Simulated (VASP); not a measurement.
A run of VASP 6.6.1 is set up as follows.

File INCAR:

```
SYSTEM = Al2Ru
ALGO = Fast
EDIFF = 1E-7
ENCUT = 520
GGA = PS
ISIF = 2
ISMEAR = -1
LASPH = .True.
LCHARG = .False.
LREAL = .False.
LWAVE = .False.
NBANDS = 17
NELM = 80
PREC = Accurate
SIGMA = 0.5
```

File KPOINTS:

```
k-points
0
Gamma
  18 18 18
  0 0 0
```

The input POSCAR:

```
Al2Ru
1.0
   -1.5604216200      1.5604216200      4.2218055900
    1.5604216200     -1.5604216200      4.2218055900
    1.5604216200      1.5604216200     -4.2218055900
Al Ru
2 1
Direct
    0.6592021900      0.6592021900      0.0000000000
    0.3407978100      0.3407978100      0.0000000000
    0.0000000000      0.0000000000      0.0000000000
```

Potentials or basis: VASP PAW PBE potentials, release 64 (Al, Ru_pv).

Launch:

```console
$ cat potpaw_PBE.64/Al/POTCAR potpaw_PBE.64/Ru_pv/POTCAR > POTCAR
$ mpirun -np 1 vasp_std > vasp.out
```

Question: Estimate the pressure.

Answer: 2.4 GPa.

Question: Predict the band gap on the k mesh.

Answer: Zero (bands 10 and 11 overlap by 0.03 eV).

Question: Predict the largest force.

Answer: 0.112 eV/Å.

Stress tensor (GPa, compression positive):
```
3.52 0.00 0.00
0.00 3.52 0.00
0.00 0.00 0.17
```

Caveat: so wide a smearing shifts energies and pressures; the PAW data sets were made with another functional, which shifts forces and pressure a little.
